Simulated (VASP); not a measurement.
# W (Fm-3m) in VASP: a series of runs

Runs on W. Level: r2SCAN. Tasks: single point.

Program: VASP 6.6.1. These are calculated values, not measurements. Logs are shortened: lines on timing, memory, paths and dates and some standing lists are left out, and cuts for length are marked.

**1. The cell of the first run**

The structure is cubic, space group Fm-3m (No. 225). Conventional cell: a = 4.060 Å, b = 4.060 Å, c = 4.060 Å, α = 90.00°, β = 90.00°, γ = 90.00°. W (site symmetry m-3m) has 12 W at 2.87 Å within 3.8 Å.

**2. Single point, r2SCAN**

Input file POSCAR:

```
W
1.0
    0.0000000000      2.0300000000      2.0300000000
    2.0300000000      0.0000000000      2.0300000000
    2.0300000000      2.0300000000      0.0000000000
W
1
Direct
    0.0000000000      0.0000000000      0.0000000000
```

Input file INCAR.step1:

```
SYSTEM = W
ALGO = Normal
EDIFF = 1E-4
ENCUT = 520
GGA = PE
ISMEAR = -1
LASPH = .True.
LCHARG = .False.
LREAL = .False.
LWAVE = .True.
NBANDS = 13
NELM = 100
PREC = Accurate
SIGMA = 0.5
```

Input file INCAR.step2:

```
SYSTEM = W
ALGO = Normal
EDIFF = 1E-7
ENCUT = 520
ISIF = 2
ISMEAR = -1
ISTART = 1
LASPH = .True.
LCHARG = .False.
LMIXTAU = .True.
LREAL = .False.
LWAVE = .False.
METAGGA = R2SCAN
NBANDS = 13
NELM = 100
PREC = Accurate
SIGMA = 0.5
```

Input file KPOINTS:

```
k-points
0
Gamma
  14 14 14
  0 0 0
```

Potentials or basis: VASP PAW PBE potentials, release 64 (W_sv).

Started as:

```console
> cat potpaw_PBE.64/W_sv/POTCAR > POTCAR
> cp INCAR.step1 INCAR
> mpirun -np 1 vasp_std > vasp.out
> cp INCAR.step2 INCAR
> mpirun -np 1 vasp_std > vasp.out
```

OUTCAR:

```text
SYSTEM = W
   EDIFF = 1E-7
   ENCUT = 520
   ISIF = 2
   ISMEAR = -1
   ISTART = 1
   LASPH = .True.
   LREAL = .False.
   METAGGA = R2SCAN
   NELM = 100
   PREC = Accurate

 ion  position               nearest neighbor table
   1  0.000  0.000  0.000-

  LATTYP: Found a face centered cubic cell.
 ALAT       =     4.0600000000

  Lattice vectors:

 A1 = (   0.0000000000,   2.0300000000,   2.0300000000)
 A2 = (   2.0300000000,   0.0000000000,   2.0300000000)
 A3 = (   2.0300000000,   2.0300000000,   0.0000000000)

Analysis of symmetry for initial positions (statically):
=====================================================================
 Subroutine PRICEL returns:
 Original cell was already a primitive cell.

 Routine SETGRP: Setting up the symmetry group for a
 face centered cubic supercell.

 Subroutine GETGRP returns: Found 48 space group operations
 (whereof 48 operations were pure point group operations)
 out of a pool of 48 trial point group operations.

The static configuration has the point symmetry O_h .

Analysis of symmetry for dynamics (positions and initial velocities):
=====================================================================
 Subroutine PRICEL returns:
 Original cell was already a primitive cell.

 Routine SETGRP: Setting up the symmetry group for a
 face centered cubic supercell.

 Subroutine GETGRP returns: Found 48 space group operations
 (whereof 48 operations were pure point group operations)
 out of a pool of 48 trial point group operations.

The dynamic configuration has the point symmetry O_h .

 Subroutine INISYM returns: Found 48 space group operations
 (whereof 48 operations are pure point group operations),
 and found     1 'primitive' translations

----------------------------------------------------------------------------------------

                                     Primitive cell

  volume of cell :      16.7309

  direct lattice vectors                    reciprocal lattice vectors
     0.000000000  2.030000000  2.030000000    -0.246305419  0.246305419  0.246305419
     2.030000000  0.000000000  2.030000000     0.246305419 -0.246305419  0.246305419
     2.030000000  2.030000000  0.000000000     0.246305419  0.246305419 -0.246305419

  length of vectors
     2.870853532  2.870853532  2.870853532     0.426613499  0.426613499  0.426613499

  position of ions in fractional coordinates (direct lattice)
     0.000000000  0.000000000  0.000000000

  ion indices of the primitive-cell ions
[... 75 lines left out ...]
   LREAL  =      F    real-space projection
   EDIFFG = 0.1E-05   stopping-criterion for IOM
   NSW    =      0    number of steps for IOM
   IBRION =     -1    ionic relax: 0-MD 1-quasi-New 2-CG
   NFREE  =      0    steps in history (QN), initial steepest desc. (CG)
   ISIF   =      2    stress and relaxation
   ISYM   =      2    0-nonsym 1-usesym 2-fastsym
   POTIM  = 0.5000    time-step for ionic-motion
   TEBEG  =    0.0;   TEEND  =   0.0 temperature during run
   PSTRESS=    0.0 pullay stress
   NELECT =      14.0000    total number of electrons
   NUPDOWN=      -1.0000    fix difference up-down
   EMIN   =  10.00;   EMAX   =-10.00  energy-range for DOS
   EFERMI =   0.00;   METHOD = LEGACY
   ISMEAR =    -1;   SIGMA  =   0.50  broadening in eV -4-tet -1-fermi 0-gaus
   EFERMI_NEDOS =   21; number of points for ismear=-14 and -15
   IALGO  =     38    algorithm
   IMIX   =      4    mixing-type and parameters
     AMIX     =   0.40;   BMIX     =  1.00
     AMIX_MAG =   1.60;   BMIX_MAG =  1.00
  volume/ion in A,a.u.               =      16.73       112.91
  Fermi-wavevector in a.u.,A,eV,Ry     =   1.542688  2.915258 32.380324  2.379887
  Thomas-Fermi vector in A             =   2.648457
   LORBIT       =      0    0 simple, 1 ext, 2 COOP (PROOUT), +10 PAW based schemes
   METAGGA = R2SCAN    functional components
   LHFCALC =     F    Hartree Fock is set to
   AEXX    =    0.0000 exact exchange contribution
   IVDW    =     0    specifies the selected vdW correction
   LEPSILON=     F    determine dielectric tensor
   LRPA    =     F    only Hartree local field effects (RPA)
 non-spin polarized calculation
  energy-cutoff  :      520.00
  volume of cell :       16.73
 maximum number of plane-waves:       464
 NGX is ok and might be reduce to    24
   NGX = 11   NGY = 11   NGZ = 11

 number of electron      14.0000002 magnetization

 Free energy of the ion-electron system (eV)
  ---------------------------------------------------
  ext. energy  EPLUGINS =         0.00000000
  ---------------------------------------------------
  free energy    TOTEN  =       -51.21202130 eV

  energy without entropy =      -50.39135433  energy(sigma->0) =      -50.80168782

 E-fermi :  10.2299     XC(G=0): -14.5988

 val. band max:       10.2213790832   @ k =  -0.2143   0.0714   0.0000
 cond. band min:      10.2513099757   @ k =  -0.3571   0.5000   0.1429
 fundamental gap:      0.0299308925
 Fermi energy:        10.2298973835

 k-point     1 :       0.0000    0.0000    0.0000
  band No.  band energies     occupation
      1     -65.5072      2.00000
      2     -28.4791      2.00000
      3     -28.4791      2.00000
      4     -28.4791      2.00000
      5       0.6999      2.00000
      6       9.5427      1.59617
      7       9.5427      1.59617
      8       9.5427      1.59617
      9      12.8348      0.01087
     10      12.8348      0.01087
     11      23.4091      0.00000
     12      28.9888      0.00000
     13      28.9888      0.00000
[... 354 lines left out ...]
  band No.  band energies     occupation
      1     -65.4416      2.00000
      2     -29.0643      2.00000
      3     -28.6365      2.00000
      4     -28.6250      2.00000
      5       3.5080      2.00000
      6       7.7219      1.98683
      7       9.8037      1.40215
      8      10.7438      0.52699
      9      12.1469      0.04233
     10      13.8671      0.00139
     11      25.2648      0.00000
     12      28.1868      0.00000
     13      30.6077      0.00000

 [... further k-points ...]
[... 5 lines left out ...]
  --------------------------------------------------------------------------------------
  -------------------------------------------------------------------------------------
  Total       -0.4470952     -0.4470952     -0.4470952      0.0000000     -0.0000000      0.0000000
  in kB      -42.8146626    -42.8146626    -42.8146626      0.0000000     -0.0000000      0.0000000
  external PRESSURE =     -42.8146626 kB  Pullay stress =       0.0000000 kB

 VOLUME and BASIS-vectors are now :
 -----------------------------------------------------------------------------
  energy-cutoff  :      520.00
  volume of cell :       16.73
      direct lattice vectors                 reciprocal lattice vectors
     0.000000000  2.030000000  2.030000000    -0.246305419  0.246305419  0.246305419
     2.030000000  0.000000000  2.030000000     0.246305419 -0.246305419  0.246305419
     2.030000000  2.030000000  0.000000000     0.246305419  0.246305419 -0.246305419

 POSITION                                       TOTAL-FORCE (eV/Angst)
 -----------------------------------------------------------------------------------
      0.00000      0.00000      0.00000        -0.000000      0.000000      0.000000
 -----------------------------------------------------------------------------------
    total drift:                                0.000000      0.000000     -0.000000

  FREE ENERGIE OF THE ION-ELECTRON SYSTEM (eV)
  ---------------------------------------------------
  free  energy   TOTEN  =       -51.2120213026 eV

  energy  without entropy=      -50.3913543277  energy(sigma->0) =      -50.80168782
```

OSZICAR.step1:

```text
N       E                     dE             d eps       ncg     rms          rms(c)
DAV:   1     0.854516429082E+02    0.85452E+02   -0.74838E+03  2704   0.122E+03
DAV:   2    -0.117670107454E+02   -0.97219E+02   -0.93422E+02  3049   0.314E+02
DAV:   3    -0.135137184213E+02   -0.17467E+01   -0.17366E+01  2929   0.405E+01
DAV:   4    -0.135217489479E+02   -0.80305E-02   -0.80301E-02  3099   0.306E+00
DAV:   5    -0.135218207221E+02   -0.71774E-04   -0.71773E-04  2989   0.274E-01    0.181E+01
DAV:   6    -0.130452254582E+02    0.47660E+00   -0.42755E-01  2884   0.847E+00    0.697E+00
DAV:   7    -0.129285313591E+02    0.11669E+00   -0.20170E-01  3009   0.549E+00    0.526E-01
DAV:   8    -0.129244242919E+02    0.41071E-02   -0.36771E-03  2724   0.778E-01    0.669E-02
DAV:   9    -0.129243992463E+02    0.25046E-04   -0.75828E-05  2042   0.105E-01
   1 F= -.12924399E+02 E0= -.12485916E+02  d E =-.876967E+00
```

Wall time 29 s (1 thread of Intel Xeon 6975P-C (Granite Rapids), shared host); peak memory 0.16 GiB.

What came out:

```yaml
Free_energy: -51.2120 eV
Pressure: -4.3 GPa
Band_gap_on_the_k_mesh: zero (band 7 reaches 12.98 eV, above the bottom of band 8 at 9.54 eV)
```

Levels at points of the mesh, in eV from the Fermi level:
```
           k point  band 3  band 4  band 5  band 6  band 7  band 8  band 9  band 10  band 11  band 12
(0.00, 0.00, 0.00)  -38.71  -38.71   -9.53   -0.69   -0.69   -0.69    2.60     2.60    13.18    18.76
(0.50, 0.00, 0.00)  -38.86  -38.86   -5.93   -0.84   -0.84    0.25    5.01     5.01    10.40    12.81
(0.50, 0.50, 0.00)  -39.12  -39.12   -5.73   -4.79    2.75    5.05    5.68     5.68    11.99    11.99
```

Caveat: the PAW data sets were made with another functional, which shifts forces and pressure a little; spin-orbit coupling is left out, which moves the levels of the heavy elements.

**3. Single point, r2SCAN**

POSCAR is that of step 2.

Input file INCAR.step1:

```
SYSTEM = W
PREC     = Accurate       ! precision mode
ENCUT    = 520            ! plane-wave cutoff, eV
ISMEAR   = -1             ! smearing method
SIGMA    = 0.3            ! smearing width, eV
LREAL    = .FALSE.        ! projectors in reciprocal space
LASPH    = .TRUE.         ! aspherical terms in the spheres
NELM     = 80             ! most SCF steps
NBANDS   = 13             ! bands
GGA      = PE             ! functional
ALGO     = Normal         ! electronic algorithm
EDIFF    = 1E-4           ! SCF threshold, eV
LWAVE    = .TRUE.         ! write WAVECAR
LCHARG   = .FALSE.        ! write CHGCAR
```

Input file INCAR.step2:

```
SYSTEM = W
PREC     = Accurate       ! precision mode
ENCUT    = 520            ! plane-wave cutoff, eV
EDIFF    = 1E-6           ! SCF threshold, eV
ISMEAR   = -1             ! smearing method
SIGMA    = 0.3            ! smearing width, eV
LREAL    = .FALSE.        ! projectors in reciprocal space
LASPH    = .TRUE.         ! aspherical terms in the spheres
NELM     = 80             ! most SCF steps
ALGO     = Normal         ! electronic algorithm
ISIF     = 2              ! what is computed and relaxed
LWAVE    = .FALSE.        ! write WAVECAR
LCHARG   = .FALSE.        ! write CHGCAR
METAGGA  = R2SCAN         ! meta-GGA
LMIXTAU  = .TRUE.       
NBANDS   = 13             ! bands
ISTART   = 1
```

Input file KPOINTS:

```
regular mesh
0
G
  14 14 14
  0 0 0
```

Potentials or basis: VASP PAW PBE potentials, release 64 (W_sv).

Started as:

```console
> cat potpaw_PBE.64/W_sv/POTCAR > POTCAR
> cp INCAR.step1 INCAR
> mpirun -np 1 vasp_std > vasp.out
> cp INCAR.step2 INCAR
> mpirun -np 1 vasp_std > vasp.out
```

OUTCAR:

```text
SYSTEM = W
   PREC = Accurate
   ENCUT = 520
   EDIFF = 1E-6
   ISMEAR = -1
   LREAL = .FALSE.
   LASPH = .TRUE.
   NELM = 80
   ISIF = 2
   METAGGA = R2SCAN
   ISTART = 1

 ion  position               nearest neighbor table
   1  0.000  0.000  0.000-

  LATTYP: Found a face centered cubic cell.
 ALAT       =     4.0600000000

  Lattice vectors:

 A1 = (   0.0000000000,   2.0300000000,   2.0300000000)
 A2 = (   2.0300000000,   0.0000000000,   2.0300000000)
 A3 = (   2.0300000000,   2.0300000000,   0.0000000000)

Analysis of symmetry for initial positions (statically):
=====================================================================
 Subroutine PRICEL returns:
 Original cell was already a primitive cell.

 Routine SETGRP: Setting up the symmetry group for a
 face centered cubic supercell.

 Subroutine GETGRP returns: Found 48 space group operations
 (whereof 48 operations were pure point group operations)
 out of a pool of 48 trial point group operations.

The static configuration has the point symmetry O_h .

Analysis of symmetry for dynamics (positions and initial velocities):
[... 159 lines left out ...]
 val. band max:       10.1335658670   @ k =   0.5000   0.1429   0.0000
 cond. band min:      10.1640318019   @ k =  -0.4286   0.3571   0.0000
 fundamental gap:      0.0304659349
 Fermi energy:        10.1598723092

 k-point     1 :       0.0000    0.0000    0.0000
  band No.  band energies     occupation
      1     -65.5524      2.00000
      2     -28.5172      2.00000
      3     -28.5172      2.00000
      4     -28.5172      2.00000
      5       0.6986      2.00000
      6       9.5239      1.78562
      7       9.5239      1.78562
      8       9.5239      1.78562
      9      12.8220      0.00028
     10      12.8220      0.00028
     11      23.4158      0.00000
     12      28.9914      0.00000
     13      28.9914      0.00000
[... 354 lines left out ...]
  band No.  band energies     occupation
      1     -65.4870      2.00000
      2     -29.1011      2.00000
      3     -28.6743      2.00000
      4     -28.6629      2.00000
      5       3.5050      2.00000
      6       7.7079      1.99944
      7       9.7921      1.54616
      8      10.7265      0.26274
      9      12.1305      0.00280
     10      13.8513      0.00001
     11      25.2617      0.00000
     12      28.1829      0.00000
     13      30.6023      0.00000

 [... further k-points ...]
[... 5 lines left out ...]
  --------------------------------------------------------------------------------------
  -------------------------------------------------------------------------------------
  Total       -0.6950889     -0.6950889     -0.6950889      0.0000000     -0.0000000      0.0000000
  in kB      -66.5629949    -66.5629949    -66.5629949      0.0000000     -0.0000000      0.0000000
  external PRESSURE =     -66.5629949 kB  Pullay stress =       0.0000000 kB

 VOLUME and BASIS-vectors are now :
 -----------------------------------------------------------------------------
  energy-cutoff  :      520.00
  volume of cell :       16.73
      direct lattice vectors                 reciprocal lattice vectors
     0.000000000  2.030000000  2.030000000    -0.246305419  0.246305419  0.246305419
     2.030000000  0.000000000  2.030000000     0.246305419 -0.246305419  0.246305419
     2.030000000  2.030000000  0.000000000     0.246305419  0.246305419 -0.246305419

 POSITION                                       TOTAL-FORCE (eV/Angst)
 -----------------------------------------------------------------------------------
      0.00000      0.00000      0.00000         0.000000     -0.000000      0.000000
 -----------------------------------------------------------------------------------
    total drift:                                0.000000      0.000000      0.000000

  FREE ENERGIE OF THE ION-ELECTRON SYSTEM (eV)
  ---------------------------------------------------
  free  energy   TOTEN  =       -50.9463811736 eV

  energy  without entropy=      -50.6420427358  energy(sigma->0) =      -50.79421195
```

OSZICAR.step1:

```text
N       E                     dE             d eps       ncg     rms          rms(c)
DAV:   1     0.855621105818E+02    0.85562E+02   -0.74838E+03  2704   0.122E+03
DAV:   2    -0.115120330833E+02   -0.97074E+02   -0.93398E+02  3049   0.314E+02
DAV:   3    -0.132550511222E+02   -0.17430E+01   -0.17339E+01  2929   0.405E+01
DAV:   4    -0.132630501743E+02   -0.79991E-02   -0.79986E-02  3099   0.305E+00
DAV:   5    -0.132631219044E+02   -0.71730E-04   -0.71730E-04  2989   0.273E-01    0.182E+01
DAV:   6    -0.127660000519E+02    0.49712E+00   -0.44102E-01  2884   0.866E+00    0.698E+00
DAV:   7    -0.126440573258E+02    0.12194E+00   -0.20853E-01  3009   0.561E+00    0.580E-01
DAV:   8    -0.126398245688E+02    0.42328E-02   -0.38189E-03  2719   0.793E-01    0.712E-02
DAV:   9    -0.126397876867E+02    0.36882E-04   -0.87454E-05  2057   0.113E-01
   1 F= -.12639788E+02 E0= -.12476643E+02  d E =-.326289E+00
```

It took 26 s on 1 thread of Intel Xeon 6975P-C (Granite Rapids), shared host; peak memory 0.15 GiB.

What came out:

```yaml
Free_energy: -50.9464 eV
Pressure: -6.7 GPa
Band_gap_on_the_k_mesh: zero (band 7 reaches 12.98 eV, above the bottom of band 8 at 9.52 eV)
```

Caveat: the PAW data sets were made with another functional, which shifts forces and pressure a little; spin-orbit coupling is left out, which moves the levels of the heavy elements.
